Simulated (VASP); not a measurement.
MgC2:

```
CELL_PARAMETERS angstrom
5.51954 0.00000 0.00000
-2.75977 4.78007 0.00000
0.00000 0.00000 5.27247
ATOMIC_POSITIONS crystal
Mg 0.00000 0.00000 0.50000
C 0.00000 0.00000 0.11758
C 0.00000 0.00000 0.88242
```

| Item | Value |
| --- | --- |
| Program | VASP 6.6.1 |
| Task | relaxation of cell and atoms |
| Functional | PBE |
| Potentials or basis | VASP PAW PBE potentials, release 64 (Mg, C) |
| Cutoff | 600 eV |
| k mesh | 6 × 6 × 4 |
| Occupations | gaussian, width 0.02 eV |
| Spin | no spin polarisation |

At the start: pressure 0.2 GPa; volume 46.37 Å³/atom.

Problem. Where does the relaxation end?

Solution. Over 22 steps the energy falls by 12.9 meV/atom and the volume is 64.28 Å³/atom (+38.6 %); space group P6/mmm (No. 191, to 0.05 Å).

Step by step:
```tsv
step	energy change (eV)	largest force (eV/Å)	pressure (GPa)	volume (Å³)
1	0.0000	0.0868	0.16	139.11
2	0.0009	0.6494	-0.08	140.03
3	-0.0004	0.1739	0.07	139.43
4	-0.0009	0.1681	0.11	139.72
5	-0.0023	0.1512	0.20	140.58
6	-0.0039	0.1138	0.39	142.31
7	-0.0040	0.0986	0.49	143.14
8	-0.0046	0.1022	0.48	143.52
9	-0.0061	0.1146	0.46	144.65
10	-0.0090	0.1406	0.42	146.95
11	-0.0145	0.1919	0.34	151.58
12	-0.0236	0.2937	0.21	161.09
13	-0.0351	0.4958	-0.04	181.01
14	-0.0152	0.8865	-0.50	224.53
15	-0.0365	0.5563	-0.10	187.22
16	-0.0384	0.2429	0.10	192.10
17	-0.0387	0.0414	0.05	190.89
18	-0.0387	0.0552	0.05	190.97
19	-0.0387	0.0642	0.04	191.75
20	-0.0388	0.0766	0.02	192.78
21	-0.0388	0.0636	-0.02	192.89
22	-0.0388	0.0004	0.00	192.84
```

Final structure:
```
Mg C
1.0
     6.49418    0.00000    0.00000
    -3.24709    5.62413    0.00000
     0.00000    0.00000    5.27976
Mg C
1 2
Direct
  0.00000 0.00000 0.50000
  0.00000 0.00000 0.11755
  0.00000 0.00000 0.88245
```

Caveat: the volume moved by over 15 % at a fixed basis, so the end points are rough.
